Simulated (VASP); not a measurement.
# Si in VASP: notebook, part 2 of 2

VASP 6.6.1.

## Step 3: Single point, PBEsol (atom 1 moved by [-0.01, -0.01, -0.01] A)

INCAR reads:

```
SYSTEM = Si
PREC     = Accurate       ! precision mode
ENCUT    = 520            ! plane-wave cutoff, eV
EDIFF    = 1E-6           ! SCF threshold, eV
ISMEAR   = 0              ! smearing method
SIGMA    = 0.01           ! smearing width, eV
LREAL    = .False.        ! projectors in reciprocal space
LASPH    = .True.         ! aspherical terms in the spheres
NELM     = 100            ! most SCF steps
ALGO     = Normal         ! electronic algorithm
ISIF     = 2              ! what is computed and relaxed
LWAVE    = .False.        ! write WAVECAR
LCHARG   = .False.        ! write CHGCAR
GGA      = PS             ! functional
NBANDS   = 11             ! bands
```

KPOINTS reads:

```
Automatic mesh
0
Gamma
  8 8 8
  0 0 0
```

POSCAR reads:

```
Si
1.0
    0.0000000000      2.7167280764      2.7167280764
    2.7167280764      0.0000000000      2.7167280764
    2.7167280764      2.7167280764      0.0000000000
Si
2
Direct
    0.2481595508      0.2481595508      0.2481595508
    0.0000000000      0.0000000000      0.0000000000
```

Potentials or basis: VASP PAW PBE potentials, release 64 (Si).

Command:

```sh
cat potpaw_PBE.64/Si/POTCAR > POTCAR
mpirun -np 1 vasp_std > vasp.out
```

OUTCAR:

```text
SYSTEM = Si
   PREC = Accurate
   ENCUT = 520
   EDIFF = 1E-6
   ISMEAR = 0
   LREAL = .False.
   LASPH = .True.
   NELM = 100
   ISIF = 2
   GGA = PS

 ion  position               nearest neighbor table
   1  0.248  0.248  0.248-   2 2.34   2 2.36   2 2.36   2 2.36
   2  0.000  0.000  0.000-   1 2.34   1 2.36   1 2.36   1 2.36

  LATTYP: Found a face centered cubic cell.
 ALAT       =     5.4334561528

  Lattice vectors:

 A1 = (   0.0000000000,   2.7167280764,   2.7167280764)
[... 524 lines left out ...]

------------------------ aborting loop because EDIFF is reached ----------------------------------------

  FORCE on cell =-STRESS in cart. coord.  units (eV):
  Direction    XX          YY          ZZ          XY          YZ          ZX
  --------------------------------------------------------------------------------------
  -------------------------------------------------------------------------------------
  Total        0.0347585      0.0347585      0.0347585      0.1008068      0.1008068      0.1008068
  in kB        1.3886818      1.3886818      1.3886818      4.0274680      4.0274680      4.0274680
  external PRESSURE =       1.3886818 kB  Pullay stress =       0.0000000 kB

 VOLUME and BASIS-vectors are now :
 -----------------------------------------------------------------------------
  energy-cutoff  :      520.00
  volume of cell :       40.10
      direct lattice vectors                 reciprocal lattice vectors
     0.000000000  2.716728076  2.716728076    -0.184044919  0.184044919  0.184044919
     2.716728076  0.000000000  2.716728076     0.184044919 -0.184044919  0.184044919
     2.716728076  2.716728076  0.000000000     0.184044919  0.184044919 -0.184044919

 POSITION                                       TOTAL-FORCE (eV/Angst)
 -----------------------------------------------------------------------------------
      1.34836      1.34836      1.34836         0.137520      0.137520      0.137520
      0.00000      0.00000      0.00000        -0.137520     -0.137520     -0.137520
 -----------------------------------------------------------------------------------
    total drift:                                0.000000      0.000000      0.000000

  FREE ENERGIE OF THE ION-ELECTRON SYSTEM (eV)
  ---------------------------------------------------
  free  energy   TOTEN  =       -11.4870666534 eV

  energy  without entropy=      -11.4870666534  energy(sigma->0) =      -11.48706665
```

stdout:

```text
POSCAR found type information on POSCAR Si
 POSCAR found :  1 types and       2 ions
 scaLAPACK will be used
 -----------------------------------------------------------------------------
|                                                                             |
|                                                                             |
|     You enforced a specific xc type in the INCAR file but a different       |
|     I HOPE YOU KNOW WHAT YOU ARE DOING!                                     |
|                                                                             |
 -----------------------------------------------------------------------------

 LDA part: xc-table for (Slater+PW92), standard interpolation
 POSCAR, INCAR and KPOINTS ok, starting setup
 FFT: planning ... GRIDC
 FFT: planning ... GRID_SOFT
 FFT: planning ... GRID
 WAVECAR not read
 entering main loop
```

It took 13 s on 1 thread of Intel Xeon 6975P-C (Granite Rapids), shared host; peak memory 0.16 GiB.

Results:

| Quantity | Value |
| --- | --- |
| Free energy | -11.4871 eV |
| Pressure | 0.1 GPa |
| Largest force | 0.238 eV/Å |
| Band gap on the k mesh | 0.46 eV, indirect (least direct gap 2.44 eV) |

Forces in eV/Å, atoms in the order of the input:
```
Si   0.138  0.138  0.138
Si  -0.138 -0.138 -0.138
```

Stress tensor (GPa, compression positive):
```
0.14 0.40 0.40
0.40 0.14 0.40
0.40 0.40 0.14
```

Caveat: the cell differs from its parent crystal (atom 1 moved by [-0.01, -0.01, -0.01] A); the PAW data sets were made with another functional, which shifts forces and pressure a little. A k mesh can miss the band edges.

## Step 4: Single point, PBEsol

INCAR reads:

```
PREC     = Accurate       # precision mode
ENCUT    = 520            # plane-wave cutoff, eV
EDIFF    = 1E-7           # SCF threshold, eV
ISMEAR   = -1             # smearing method
SIGMA    = 0.1            # smearing width, eV
LREAL    = F              # projectors in reciprocal space
LASPH    = T              # aspherical terms in the spheres
NELM     = 60             # most SCF steps
ALGO     = Normal         # electronic algorithm
ISIF     = 2              # what is computed and relaxed
LWAVE    = F              # write WAVECAR
LCHARG   = F              # write CHGCAR
GGA      = PS             # functional
NBANDS   = 11             # bands
```

KPOINTS reads:

```
Automatic mesh
0
Gamma
  12 12 12
```

Changes to POSCAR since step 3:

```diff
@@ -8,3 +8,3 @@
 Direct
-    0.2481595508      0.2481595508      0.2481595508
+    0.2500000000      0.2500000000      0.2500000000
     0.0000000000      0.0000000000      0.0000000000
```

Command:

```sh
cat potpaw_PBE.64/Si/POTCAR > POTCAR
mpirun -np 1 vasp_std > vasp.out
```

Wall time 20 s (1 thread of Intel Xeon 6975P-C (Granite Rapids), shared host); peak memory 0.16 GiB.

The run converged. Its results:

- Free energy: -11.4935 eV
- Pressure: 0.1 GPa
- Band gap on the k mesh: 0.46 eV, indirect (least direct gap 2.52 eV)

Levels at points of the mesh, in eV from the valence-band top:
```csv
k point,band 2,band 3,band 4,band 5,band 6,band 7
"(0.00, 0.00, 0.00)",0.00,0.00,0.00,2.52,2.52,2.52
"(0.50, 0.00, 0.00)",-7.01,-1.20,-1.20,1.46,3.27,3.27
"(0.50, 0.50, 0.00)",-7.82,-2.87,-2.87,0.59,0.59,10.05
```

Caveat: the PAW data sets were made with another functional, which shifts forces and pressure a little.

## Step 5: Relaxation of cell and atoms, PBEsol

This run uses another cell than the first one, of 19.98 Å³/atom, 0.997 times its volume.

INCAR reads:

```
SYSTEM = Si
ALGO = Normal ; EDIFF = 1E-6
EDIFFG = -0.002 ; ENCUT = 600
GGA = PS ; IBRION = 2
ISIF = 3 ; ISMEAR = -1
LASPH = .TRUE. ; LCHARG = .FALSE.
LREAL = .FALSE. ; LWAVE = .FALSE.
NELM = 80 ; NSW = 100
PREC = Accurate ; SIGMA = 0.1
```

KPOINTS reads:

```
k-points
0
G
  12 12 12
  0 0 0
```

POSCAR reads:

```
Si
1.0
    0.0000000000      2.7135600000      2.7135600000
    2.7135600000      0.0000000000      2.7135600000
    2.7135600000      2.7135600000      0.0000000000
Si
2
Direct
    0.2500000000      0.2500000000      0.2500000000
    0.0000000000      0.0000000000      0.0000000000
```

Command:

```sh
cat potpaw_PBE.64/Si/POTCAR > POTCAR
mpirun -np 1 vasp_std > vasp.out
```

It took 20 s on 1 thread of Intel Xeon 6975P-C (Granite Rapids), shared host; peak memory 0.17 GiB.

Results (log left out):

```yaml
Free_energy: -11.4935 eV
Relaxed_volume: 20.07 Å³/atom
Relaxed_cell: a = 3.843 Å, b = 3.843 Å, c = 3.843 Å, α = 60.00°, β = 60.00°, γ = 60.00°
Space_group_after_relaxing_to_0.05_Å: Fd-3m (No. 227)
Energy_gained_by_relaxing: 0.1 meV/atom
Ionic_steps: 3
Pressure_after_relaxing: 0.0 GPa
Band_gap_on_the_k_mesh: 0.46 eV, indirect (least direct gap 2.52 eV)
```

The path:
| step | energy change (eV) | largest force (eV/Å) | pressure (GPa) | volume (Å³) |
| --- | --- | --- | --- | --- |
| 1 | 0.0000 | 0.0000 | 0.45 | 39.96 |
| 2 | -0.0001 | 0.0000 | -0.31 | 40.29 |
| 3 | -0.0003 | 0.0000 | 0.00 | 40.15 |

Final structure:
```
CELL_PARAMETERS angstrom
0.00000 2.71776 2.71776
2.71776 0.00000 2.71776
2.71776 2.71776 0.00000
ATOMIC_POSITIONS crystal
Si 0.25000 0.25000 0.25000
Si 0.00000 0.00000 0.00000
```

Levels at points of the mesh, in eV from the valence-band top:
```csv
k point,band 1,band 2,band 3,band 4,band 5,band 6,band 7,band 8
"(0.00, 0.00, 0.00)",-11.97,0.00,0.00,0.00,2.52,2.52,2.52,3.29
"(0.50, 0.00, 0.00)",-9.63,-7.00,-1.20,-1.20,1.46,3.27,3.27,7.51
"(0.50, 0.50, 0.00)",-7.82,-7.82,-2.87,-2.87,0.60,0.60,10.04,10.04
```

Caveat: the PAW data sets were made with another functional, which shifts forces and pressure a little.

## Step 6: The runs side by side

| task | cell | k mesh | cutoff (eV) | smearing | gap on the mesh (eV) | pressure (GPa) |
| --- | --- | --- | --- | --- | --- | --- |
| single point | a = 3.842 Å, angles 60.0°, 2 atoms | 8 × 8 × 8 | 520 | gaussian 0.01 eV | 0.46 | 0.1 |
| single point | a = 3.842 Å, angles 60.0°, 2 atoms | 12 × 12 × 12 | 520 | fermi-dirac 0.1 eV | 0.46 | 0.1 |
| relaxation of cell and atoms | relaxed from a = 3.838 Å, angles 60.0°, 2 atoms | 12 × 12 × 12 | 600 | fermi-dirac 0.1 eV | 0.46 | 0.0 |

Some of these runs hold the atoms at other places in the same cell, which the table doesn't show; runs alike in all that it shows share one row.

Alike in all rows: level PBEsol; potentials or basis VASP PAW PBE potentials, release 64 (Si); no spin polarisation.

Caveats: the PAW data sets were made with another functional, which shifts forces and pressure a little.

Total energies depend on the potentials used, so only differences within one code and one set of settings carry meaning.
